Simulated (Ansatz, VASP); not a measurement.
**Bi3H2: VASP beside Ansatz**

INCAR

```
ALGO = Normal ; EDIFF = 1E-7
ENCUT = 520 ; GGA = PE
ISIF = 2 ; ISMEAR = 0
LASPH = T ; LCHARG = F
LREAL = F ; LWAVE = F
NBANDS = 32 ; NELM = 100
PREC = Accurate ; SIGMA = 0.1
```

File KPOINTS:

```
k-points
0
Gamma
  6 6 6
```

File POSCAR:

```
Bi3H2
1.0
    1.8753625974      1.0827411004      8.6932569273
   -1.8753625974      1.0827411004      8.6932569273
    0.0000000000     -2.1654822009      8.6932569273
Bi H
3 2
Direct
    0.0000000000      0.0000000000      0.0000000000
    0.2095000000      0.2095000000      0.2095000000
    0.7905000000      0.7905000000      0.7905000000
    0.4000000000      0.4000000000      0.4000000000
    0.6000000000      0.6000000000      0.6000000000
```

Input for Ansatz:

```yaml
crystal:
  lattice:
    - [1.8753625974, 1.0827411004, 8.6932569273]
    - [-1.8753625974, 1.0827411004, 8.6932569273]
    - [0.0, -2.1654822009, 8.6932569273]
  atoms:
    - { symbol: Bi, position: [0.0, 0.0, 0.0] }
    - { symbol: Bi, position: [0.2095, 0.2095, 0.2095] }
    - { symbol: Bi, position: [0.7905, 0.7905, 0.7905] }
    - { symbol: H, position: [0.4, 0.4, 0.4] }
    - { symbol: H, position: [0.6, 0.6, 0.6] }
basis:
  ecutwfc: 420
kpoints:
  mp_grid: { grid: [6, 6, 6] }
hamiltonian:
  xc: pbe
scf:
  occupations: { method: gaussian, width: 0.1 }
  lower_state_search: "off"
output:
  forces: true
  stress: true
  eigenvalues: true
```

Alike in both runs: task single point; functional PBE; k mesh 6 × 6 × 6; occupations gaussian, width 0.1 eV; no spin polarisation.

```csv
,VASP,Ansatz
version,VASP 6.6.1,Ansatz 0.2.0
potentials or method,"VASP PAW PBE potentials, release 64 (Bi_d, H), cutoff 520 eV","scalar-relativistic, plane waves, PAW"
valence electrons in the cell,47,47
```

Ansatz gave:

| Property | Result |
| --- | --- |
| gap on the k mesh at the Fermi level (eV) | none |
| pressure (GPa) | -0.5 |
| traceless stress, the component that is largest in VASP (GPa) | -0.63 |
| rms of the force components (eV/Å) | 0.247 |

Which values does VASP return?

gap on the k mesh at the Fermi level (eV): none; pressure (GPa): -0.6; traceless stress, the component that is largest in VASP (GPa): -0.62; rms of the force components (eV/Å): 0.249.

Atom by atom the forces differ by 0.002 eV/Å (rms over components). A gap of «none» marks a metal or a gap that the smearing closes. With one functional, cell and mesh, what is left measures potentials, basis and numerics.

Neither program's run includes spin-orbit coupling.
